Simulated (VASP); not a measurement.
# In3As (Pm-3m) in VASP: a series of runs, part 2 of 2

VASP 6.6.1.

### 3 Relaxation of volume and atoms at fixed shape, LDA

This run uses another cell than the first one, of 25.49 Å³/atom.

Contents of INCAR:

```
SYSTEM = In3As
  PREC = Accurate
  ENCUT = 600
  EDIFF = 1E-6
  ISMEAR = 1
  SIGMA = 0.05
  LREAL = .False.
  LASPH = .True.
  NELM = 80
  ALGO = Normal
  ISIF = 8
  LWAVE = .False.
  LCHARG = .False.
  GGA = CA
  IBRION = 2
  NSW = 80
  EDIFFG = -0.03
```

Contents of KPOINTS:

```
regular mesh
0
Gamma
  9 9 9
  0 0 0
```

Contents of POSCAR:

```
In3As
1.0
    4.6716810000      0.0000000000      0.0000000000
    0.0000000000      4.6716810000      0.0000000000
    0.0000000000      0.0000000000      4.6716810000
In As
3 1
Direct
    0.0000000000      0.5000000000      0.5000000000
    0.5000000000      0.0000000000      0.5000000000
    0.5000000000      0.5000000000      0.0000000000
    0.0000000000      0.0000000000      0.0000000000
```

Potentials or basis: VASP PAW LDA potentials, release 64 (In_d, As).

Command:

```sh
$ cat potpaw_LDA.64/In_d/POTCAR potpaw_LDA.64/As/POTCAR > POTCAR
$ mpirun -np 1 vasp_std > vasp.out
```

OUTCAR:

```text
SYSTEM = In3As
   PREC = Accurate
   ENCUT = 600
   EDIFF = 1E-6
   ISMEAR = 1
   LREAL = .False.
   LASPH = .True.
   NELM = 80
   ISIF = 8
   GGA = CA
   IBRION = 2
   NSW = 80
   EDIFFG = -0.03

 ion  position               nearest neighbor table
   1  0.000  0.500  0.500-   2 3.30   3 3.30   4 3.30   3 3.30   4 3.30   2 3.30   4 3.30   4 3.30
                             2 3.30   3 3.30   3 3.30   2 3.30
   2  0.500  0.000  0.500-   1 3.30   3 3.30   4 3.30   3 3.30   4 3.30   1 3.30   3 3.30   3 3.30
                             1 3.30   4 3.30   4 3.30   1 3.30
   3  0.500  0.500  0.000-   1 3.30   2 3.30   4 3.30   1 3.30   2 3.30   2 3.30   4 3.30   2 3.30
                             1 3.30   4 3.30   1 3.30   4 3.30
   4  0.000  0.000  0.000-   1 3.30   2 3.30   3 3.30   1 3.30   2 3.30   1 3.30   3 3.30   1 3.30
                             2 3.30   3 3.30   2 3.30   3 3.30

  LATTYP: Found a simple cubic cell.
 ALAT       =     4.6716810000

  Lattice vectors:

 A1 = (   4.6716810000,   0.0000000000,   0.0000000000)
 A2 = (   0.0000000000,   4.6716810000,   0.0000000000)
 A3 = (   0.0000000000,   0.0000000000,   4.6716810000)

Analysis of symmetry for initial positions (statically):
=====================================================================
 Subroutine PRICEL returns:
 Original cell was already a primitive cell.

 Routine SETGRP: Setting up the symmetry group for a
 simple cubic supercell.

 Subroutine GETGRP returns: Found 48 space group operations
 (whereof 48 operations were pure point group operations)
 out of a pool of 48 trial point group operations.

The static configuration has the point symmetry O_h .

Analysis of symmetry for dynamics (positions and initial velocities):
=====================================================================
 Subroutine PRICEL returns:
[... 186 lines left out ...]
      0.00000      2.33584      2.33584         0.000000      0.000000      0.000000
      2.33584      0.00000      2.33584         0.000000      0.000000      0.000000
      2.33584      2.33584      0.00000         0.000000      0.000000      0.000000
      0.00000      0.00000      0.00000         0.000000      0.000000      0.000000
 -----------------------------------------------------------------------------------
    total drift:                               -0.000000     -0.000000     -0.000000

  FREE ENERGIE OF THE ION-ELECTRON SYSTEM (eV)
  ---------------------------------------------------
  free  energy   TOTEN  =       -14.5833058662 eV

  energy  without entropy=      -14.5833673826  energy(sigma->0) =      -14.58332637

--------------------------------------- Ionic step        2  -------------------------------------------

 number of electron      44.0000005 magnetization

 Free energy of the ion-electron system (eV)
  ---------------------------------------------------
  ext. energy  EPLUGINS =         0.00000000
  ---------------------------------------------------
  free energy    TOTEN  =       -14.70899696 eV

  energy without entropy =      -14.70905750  energy(sigma->0) =      -14.70901714

 E-fermi :   7.5093     XC(G=0): -10.8484

 val. band max:        7.4878396393   @ k =   0.4444   0.3333   0.1111
 cond. band min:       7.5135367639   @ k =   0.3333   0.3333   0.3333
 fundamental gap:      0.0256971246
 Fermi energy:         7.5092910073

 k-point     1 :       0.0000    0.0000    0.0000
  band No.  band energies     occupation
      1      -7.2961      2.00000
      2      -7.2628      2.00000
      3      -7.2628      2.00000
      4      -7.2628      2.00000
      5      -7.0528      2.00000
      6      -7.0528      2.00000
[... 685 lines left out ...]
     25       9.9745      0.00000
     26      10.7757      0.00000

 [... further k-points ...]
[... 5 lines left out ...]
  --------------------------------------------------------------------------------------
  -------------------------------------------------------------------------------------
  Total        0.1097469      0.1097469      0.1097469     -0.0000000     -0.0000000      0.0000000
  in kB        1.8987441      1.8987441      1.8987441     -0.0000000     -0.0000000      0.0000000
  external PRESSURE =       1.8987441 kB  Pullay stress =       0.0000000 kB

 VOLUME and BASIS-vectors are now :
 -----------------------------------------------------------------------------
  energy-cutoff  :      600.00
  volume of cell :       92.61
      direct lattice vectors                 reciprocal lattice vectors
     4.524237622  0.000000000  0.000000000     0.221031715  0.000000000  0.000000000
     0.000000000  4.524237622  0.000000000     0.000000000  0.221031715  0.000000000
     0.000000000  0.000000000  4.524237622     0.000000000  0.000000000  0.221031715

 POSITION                                       TOTAL-FORCE (eV/Angst)
 -----------------------------------------------------------------------------------
      0.00000      2.26212      2.26212         0.000000      0.000000      0.000000
      2.26212      0.00000      2.26212         0.000000      0.000000      0.000000
      2.26212      2.26212      0.00000         0.000000      0.000000      0.000000
      0.00000      0.00000      0.00000         0.000000      0.000000      0.000000
 -----------------------------------------------------------------------------------
    total drift:                               -0.000000     -0.000000     -0.000000

  FREE ENERGIE OF THE ION-ELECTRON SYSTEM (eV)
  ---------------------------------------------------
  free  energy   TOTEN  =       -14.7089969561 eV

  energy  without entropy=      -14.7090574997  energy(sigma->0) =      -14.70901714

 reached required accuracy - stopping structural energy minimisation
```

CONTCAR:

```text
In3As
   1.00000000000000
     4.5242376220361171    0.0000000000000000    0.0000000000000000
     0.0000000000000000    4.5242376220361171    0.0000000000000000
     0.0000000000000000    0.0000000000000000    4.5242376220361171
  In              As
     3     1
Direct
     0.0000000000000000    0.5000000000000000    0.5000000000000000
     0.5000000000000000    0.0000000000000000    0.5000000000000000
     0.5000000000000000    0.5000000000000000    0.0000000000000000
     0.0000000000000000    0.0000000000000000    0.0000000000000000

  0.00000000E+00  0.00000000E+00  0.00000000E+00
  0.00000000E+00  0.00000000E+00  0.00000000E+00
  0.00000000E+00  0.00000000E+00  0.00000000E+00
  0.00000000E+00  0.00000000E+00  0.00000000E+00
```

It took 85 s on 1 thread of Intel Xeon 6975P-C (Granite Rapids), shared host; peak memory 0.26 GiB.

What came out:

- Free energy: -14.7090 eV
- Relaxed volume: 23.15 Å³/atom
- Relaxed cell: a = 4.524 Å, b = 4.524 Å, c = 4.524 Å, α = 90.00°, β = 90.00°, γ = 90.00°
- Space group after relaxing (to 0.1 Å): Pm-3m (No. 221)
- Energy gained by relaxing: 31.4 meV/atom
- Ionic steps: 2
- Pressure after relaxing: 0.2 GPa
- Band gap on the k mesh: zero (bands 22 and 23 overlap by 3.54 eV)

Step by step:
| step | energy change (eV) | largest force (eV/Å) | pressure (GPa) | volume (Å³) |
| --- | --- | --- | --- | --- |
| 1 | 0.0000 | 0.0000 | -4.11 | 101.96 |
| 2 | -0.1257 | 0.0000 | 0.19 | 92.61 |

Final structure:
```
CELL_PARAMETERS angstrom
4.52424 0.00000 0.00000
0.00000 4.52424 0.00000
0.00000 0.00000 4.52424
ATOMIC_POSITIONS crystal
In 0.00000 0.50000 0.50000
In 0.50000 0.00000 0.50000
In 0.50000 0.50000 0.00000
As 0.00000 0.00000 0.00000
```

Levels at points of the mesh, in eV from the Fermi level:
| k point | band 20 | band 21 | band 22 | band 23 | band 24 | band 25 |
| --- | --- | --- | --- | --- | --- | --- |
| (0.00, 0.00, 0.00) | -3.24 | -1.83 | -1.83 | 2.16 | 2.16 | 2.16 |

Caveat: spin-orbit coupling is left out, which moves the levels of the heavy elements.
